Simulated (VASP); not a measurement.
A run of VASP 6.6.1:

Contents of INCAR:

```
SYSTEM = Ca6F
PREC     = Accurate       ! precision mode
ENCUT    = 520            ! plane-wave cutoff, eV
EDIFF    = 1E-6           ! SCF threshold, eV
ISMEAR   = 0              ! smearing method
SIGMA    = 0.1            ! smearing width, eV
LREAL    = .FALSE.        ! projectors in reciprocal space
LASPH    = .TRUE.         ! aspherical terms in the spheres
NELM     = 150            ! most SCF steps
ALGO     = Normal         ! electronic algorithm
ISIF     = 2              ! what is computed and relaxed
LWAVE    = .FALSE.        ! write WAVECAR
LCHARG   = .FALSE.        ! write CHGCAR
ISPIN    = 2              ! spin polarisation
MAGMOM   = 0 0 0 0 0 0 1  ! initial moments
LORBIT   = 11             ! projections on sites
GGA      = PE             ! functional
NBANDS   = 46             ! bands
```

File KPOINTS:

```
regular mesh
0
G
  4 4 4
  0 0 0
```

POSCAR

```
Ca6F
1.0
    0.0000000000      4.3127090600      4.3127090600
    4.3127090600      0.0000000000      4.3127090600
    4.3127090600      4.3127090600      0.0000000000
Ca F
6 1
Direct
    0.2266721100      0.7733278900      0.7733278900
    0.7733278900      0.2266721100      0.2266721100
    0.7733278900      0.2266721100      0.7733278900
    0.2266721100      0.7733278900      0.2266721100
    0.7733278900      0.7733278900      0.2266721100
    0.2266721100      0.2266721100      0.7733278900
    0.5000000000      0.5000000000      0.5000000000
```

Potentials or basis: VASP PAW PBE potentials, release 64 (Ca_sv, F).

Launch:

```sh
$ cat potpaw_PBE.64/Ca_sv/POTCAR potpaw_PBE.64/F/POTCAR > POTCAR
$ mpirun -np 1 vasp_std > vasp.out
```

Hardware: 1 thread of Intel Xeon 8259CL (shared host).

Question: Estimate the wall time of this run.

Answer: Run time: 5.7 min on 1 thread of Intel Xeon 8259CL, with other jobs on the host, peak memory 0.43 GiB. Counts: scf iterations 14, k points 8.
